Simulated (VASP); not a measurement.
# HfZr3S8 (P-3m1) in VASP: single point with PBE

Aim: the single point of HfZr3S8 with PBE.

Program: VASP 6.6.1. These are calculated values, not measurements. Logs are shortened: lines on timing, memory, paths and dates and some standing lists are left out, and cuts for length are marked.

### Step 1. The cell of the first run

The structure is trigonal, space group P-3m1 (No. 164). The conventional cell has a = 3.676 Å, b = 3.676 Å, c = 27.141 Å, α = 90.00°, β = 90.00°, γ = 120.00°. Within 3.4 Å of Zr (site symmetry -3m) lie 6 S at 2.57 Å. Within 3.4 Å of Zr (site symmetry 3m) lie 6 S at 2.57 Å. Within 3.4 Å of Hf (site symmetry -3m) lie 6 S at 2.56 Å. Within 3.4 Å of S (site symmetry 3m) lie 3 Zr at 2.57 Å. Within 3.4 Å of S (site symmetry 3m) lie 3 Hf at 2.56 Å. Within 3.4 Å of S (site symmetry 3m) lie 3 Zr at 2.57 Å. S (site symmetry 3m) has 3 Zr at 2.57 Å within 3.4 Å.

### Step 2. Single point, PBE

INCAR reads:

```
SYSTEM = HfZr3S8
PREC = Accurate
ENCUT = 520
EDIFF = 1E-7
ISMEAR = 0
SIGMA = 0.02
LREAL = .False.
LASPH = .True.
NELM = 100
ALGO = Normal
ISIF = 2
LWAVE = .False.
LCHARG = .False.
GGA = PE
NBANDS = 59
```

KPOINTS reads:

```
regular mesh
0
Gamma
  12 12 1
  0 0 0
```

POSCAR reads:

```
HfZr3S8
1.0
    3.6763384222      0.0000000000      0.0000000000
   -1.8381692111      3.1838024665      0.0000000000
    0.0000000000      0.0000000000     27.1413396585
Zr Hf S
3 1 8
Direct
    0.0000000000      0.0000000000      0.0000000000
    0.0000000000      0.0000000000      0.2491991678
    0.0000000000      0.0000000000      0.7508008322
    0.0000000000      0.0000000000      0.5000000000
    0.6666666667      0.3333333333      0.1956677651
    0.6666666667      0.3333333333      0.4471063801
    0.6666666667      0.3333333333      0.6972697862
    0.6666666667      0.3333333333      0.9464687197
    0.3333333333      0.6666666667      0.0535312803
    0.3333333333      0.6666666667      0.3027302138
    0.3333333333      0.6666666667      0.5528936199
    0.3333333333      0.6666666667      0.8043322349
```

Potentials or basis: VASP PAW PBE potentials, release 64 (Zr_sv, Hf_pv, S).

On the command line:

```sh
cat potpaw_PBE.64/Zr_sv/POTCAR potpaw_PBE.64/Hf_pv/POTCAR potpaw_PBE.64/S/POTCAR > POTCAR
mpirun -np 1 vasp_std > vasp.out
```

OUTCAR:

```text
SYSTEM = HfZr3S8
   PREC = Accurate
   ENCUT = 520
   EDIFF = 1E-7
   ISMEAR = 0
   LREAL = .False.
   LASPH = .True.
   NELM = 100
   ISIF = 2
   GGA = PE

 ion  position               nearest neighbor table
   1  0.000  0.000  0.000-   8 2.57   9 2.57   9 2.57   8 2.57   8 2.57   9 2.57
   2  0.000  0.000  0.249-  10 2.57  10 2.57  10 2.57   5 2.57   5 2.57   5 2.57
   3  0.000  0.000  0.751-   7 2.57   7 2.57   7 2.57  12 2.57  12 2.57  12 2.57
   4  0.000  0.000  0.500-   6 2.56  11 2.56  11 2.56   6 2.56   6 2.56  11 2.56
   5  0.667  0.333  0.196-   2 2.57   2 2.57   2 2.57
   6  0.667  0.333  0.447-   4 2.56   4 2.56   4 2.56
   7  0.667  0.333  0.697-   3 2.57   3 2.57   3 2.57
   8  0.667  0.333  0.946-   1 2.57   1 2.57   1 2.57
   9  0.333  0.667  0.054-   1 2.57   1 2.57   1 2.57
  10  0.333  0.667  0.303-   2 2.57   2 2.57   2 2.57
  11  0.333  0.667  0.553-   4 2.56   4 2.56   4 2.56
  12  0.333  0.667  0.804-   3 2.57   3 2.57   3 2.57

  LATTYP: Found a hexagonal cell.
 ALAT       =     3.6763384222
 C/A-ratio  =     7.3827097893

  Lattice vectors:

 A1 = (   3.6763384222,   0.0000000000,   0.0000000000)
 A2 = (  -1.8381692111,   3.1838024665,   0.0000000000)
 A3 = (   0.0000000000,   0.0000000000,  27.1413396585)

Analysis of symmetry for initial positions (statically):
=====================================================================
 Subroutine PRICEL returns:
 Original cell was already a primitive cell.

 Routine SETGRP: Setting up the symmetry group for a
 hexagonal supercell.

 Subroutine GETGRP returns: Found 12 space group operations
 (whereof 12 operations were pure point group operations)
 out of a pool of 24 trial point group operations.

The static configuration has the point symmetry D_3d.

Analysis of symmetry for dynamics (positions and initial velocities):
=====================================================================
 Subroutine PRICEL returns:
 Original cell was already a primitive cell.

 Routine SETGRP: Setting up the symmetry group for a
 hexagonal supercell.

 Subroutine GETGRP returns: Found 12 space group operations
 (whereof 12 operations were pure point group operations)
 out of a pool of 24 trial point group operations.
[... 121 lines left out ...]
   ISIF   =      2    stress and relaxation
   ISYM   =      2    0-nonsym 1-usesym 2-fastsym
   POTIM  = 0.5000    time-step for ionic-motion
   TEBEG  =    0.0;   TEEND  =   0.0 temperature during run
   PSTRESS=    0.0 pullay stress
   NELECT =      94.0000    total number of electrons
   NUPDOWN=      -1.0000    fix difference up-down
   EMIN   =  10.00;   EMAX   =-10.00  energy-range for DOS
   EFERMI =   0.00;   METHOD = LEGACY
   ISMEAR =     0;   SIGMA  =   0.02  broadening in eV -4-tet -1-fermi 0-gaus
   EFERMI_NEDOS =   21; number of points for ismear=-14 and -15
   IALGO  =     38    algorithm
   IMIX   =      4    mixing-type and parameters
     AMIX     =   0.40;   BMIX     =  1.00
     AMIX_MAG =   1.60;   BMIX_MAG =  1.00
  volume/ion in A,a.u.               =      26.47       178.65
  Fermi-wavevector in a.u.,A,eV,Ry     =   1.090904  2.061509 16.191903  1.190071
  Thomas-Fermi vector in A             =   2.227138
   LORBIT       =      0    0 simple, 1 ext, 2 COOP (PROOUT), +10 PAW based schemes
   GGA     = PE    functional components
   LHFCALC =     F    Hartree Fock is set to
   AEXX    =    0.0000 exact exchange contribution
   IVDW    =     0    specifies the selected vdW correction
   LEPSILON=     F    determine dielectric tensor
   LRPA    =     F    only Hartree local field effects (RPA)
 non-spin polarized calculation
 Gauss-broadening in eV      SIGMA  =   0.02
  energy-cutoff  :      520.00
  volume of cell :      317.68
 maximum number of plane-waves:      8584
 NGX is ok and might be reduce to    28
   NGX = 13   NGY = 13   NGZ =101

 number of electron      94.0000001 magnetization

 Free energy of the ion-electron system (eV)
  ---------------------------------------------------
  ext. energy  EPLUGINS =         0.00000000
  ---------------------------------------------------
  free energy    TOTEN  =       -87.25459181 eV

  energy without entropy =      -87.25459181  energy(sigma->0) =      -87.25459181

 E-fermi :   2.8217     XC(G=0):  -8.6368

 val. band max:        2.6279245407   @ k =   0.0000   0.0000   0.0000
 cond. band min:       3.7479347859   @ k =   0.5000  -0.0000   0.0000
 fundamental gap:      1.1200102453
 Fermi energy:         2.8217380208

 k-point     1 :       0.0000    0.0000    0.0000
  band No.  band energies     occupation
      1     -46.2632      2.00000
      2     -46.2632      2.00000
      3     -46.2627      2.00000
      4     -28.0895      2.00000
      5     -27.9820      2.00000
      6     -27.9820      2.00000
[... 1167 lines left out ...]
     58       6.2455      0.00000
     59       6.2455      0.00000

------------------------ aborting loop because EDIFF is reached ----------------------------------------

  FORCE on cell =-STRESS in cart. coord.  units (eV):
  Direction    XX          YY          ZZ          XY          YZ          ZX
  --------------------------------------------------------------------------------------
  -------------------------------------------------------------------------------------
  Total       -0.3370941     -0.3370941     -0.2464086     -0.0000000      0.0000000     -0.0000000
  in kB       -1.7000782     -1.7000782     -1.2427208     -0.0000000      0.0000000     -0.0000000
  external PRESSURE =      -1.5476257 kB  Pullay stress =       0.0000000 kB

 VOLUME and BASIS-vectors are now :
 -----------------------------------------------------------------------------
  energy-cutoff  :      520.00
  volume of cell :      317.68
      direct lattice vectors                 reciprocal lattice vectors
     3.676338422  0.000000000  0.000000000     0.272009779  0.157044919  0.000000000
    -1.838169211  3.183802466  0.000000000     0.000000000  0.314089838  0.000000000
     0.000000000  0.000000000 27.141339659     0.000000000  0.000000000  0.036844165

 POSITION                                       TOTAL-FORCE (eV/Angst)
 -----------------------------------------------------------------------------------
      0.00000      0.00000      0.00000         0.000000      0.000000      0.000000
      0.00000      0.00000      6.76360         0.000000      0.000000      0.000055
      0.00000      0.00000     20.37774         0.000000      0.000000     -0.000055
      0.00000      0.00000     13.57067         0.000000      0.000000      0.000000
      1.83817      1.06127      5.31069         0.000000     -0.000000     -0.003198
      1.83817      1.06127     12.13507        -0.000000      0.000000      0.068580
      1.83817      1.06127     18.92484        -0.000000     -0.000000     -0.003338
      1.83817      1.06127     25.68843        -0.000000     -0.000000     -0.003372
     -0.00000      2.12253      1.45291        -0.000000      0.000000      0.003372
     -0.00000      2.12253      8.21650        -0.000000      0.000000      0.003338
     -0.00000      2.12253     15.00627         0.000000     -0.000000     -0.068580
     -0.00000      2.12253     21.83065        -0.000000      0.000000      0.003198
 -----------------------------------------------------------------------------------
    total drift:                                0.000000     -0.000000      0.000000

  FREE ENERGIE OF THE ION-ELECTRON SYSTEM (eV)
  ---------------------------------------------------
  free  energy   TOTEN  =       -87.2545918067 eV

  energy  without entropy=      -87.2545918067  energy(sigma->0) =      -87.25459181
```

OSZICAR:

```text
N       E                     dE             d eps       ncg     rms          rms(c)
DAV:   1     0.771646367963E+03    0.77165E+03   -0.44806E+04  2290   0.144E+03
DAV:   2    -0.224380314181E+02   -0.79408E+03   -0.76605E+03  2825   0.355E+02
DAV:   3    -0.905627860355E+02   -0.68125E+02   -0.67369E+02  3116   0.903E+01
DAV:   4    -0.954253393284E+02   -0.48626E+01   -0.48541E+01  3732   0.207E+01
DAV:   5    -0.957106158774E+02   -0.28528E+00   -0.28524E+00  3340   0.369E+00    0.543E+01
DAV:   6    -0.874237976327E+02    0.82868E+01   -0.27971E+01  2457   0.167E+01    0.364E+01
DAV:   7    -0.872783073530E+02    0.14549E+00   -0.57476E+00  3273   0.755E+00    0.117E+01
DAV:   8    -0.872708507688E+02    0.74566E-02   -0.58554E-01  2786   0.282E+00    0.253E+00
DAV:   9    -0.872551328265E+02    0.15718E-01   -0.71935E-02  2894   0.104E+00    0.969E-01
DAV:  10    -0.872544477370E+02    0.68509E-03   -0.16754E-02  2788   0.396E-01    0.251E-01
DAV:  11    -0.872544896624E+02   -0.41925E-04   -0.10156E-03  2940   0.107E-01    0.179E-01
DAV:  12    -0.872545663537E+02   -0.76691E-04   -0.18933E-04  2805   0.507E-02    0.785E-02
DAV:  13    -0.872545838257E+02   -0.17472E-04   -0.17290E-04  2816   0.450E-02    0.221E-02
DAV:  14    -0.872545881452E+02   -0.43195E-05   -0.19301E-05  3081   0.149E-02    0.166E-02
DAV:  15    -0.872545904185E+02   -0.22733E-05   -0.16505E-06  2523   0.530E-03    0.717E-03
DAV:  16    -0.872545918596E+02   -0.14411E-05   -0.24273E-06  2313   0.780E-03    0.748E-03
DAV:  17    -0.872545918067E+02    0.52902E-07   -0.70893E-07  2202   0.269E-03
   1 F= -.87254592E+02 E0= -.87254592E+02  d E =-.257603E-44
```

It took 17 min on 1 thread of AMD EPYC 7R13, shared host; peak memory 0.57 GiB.

Results:

| Property | Result |
| --- | --- |
| Free energy | -87.2546 eV |
| Pressure | -0.2 GPa |
| Largest force | 0.069 eV/Å |
| Band gap on the k mesh | 1.12 eV, indirect (least direct gap 1.69 eV) |

Forces on the atoms (eV/Å):
```
Zr   0.000  0.000  0.000
Zr   0.000  0.000  0.000
Zr   0.000  0.000  0.000
Hf   0.000  0.000  0.000
S    0.000  0.000 -0.003
S    0.000  0.000  0.069
S    0.000  0.000 -0.003
S    0.000  0.000 -0.003
S    0.000  0.000  0.003
S    0.000  0.000  0.003
S    0.000  0.000 -0.069
S    0.000  0.000  0.003
```

Caveat: spin-orbit coupling is left out, which moves the levels of the heavy elements; this functional lacks dispersion, which binds the layers, so the pressure and a relaxed spacing across them are unreliable.
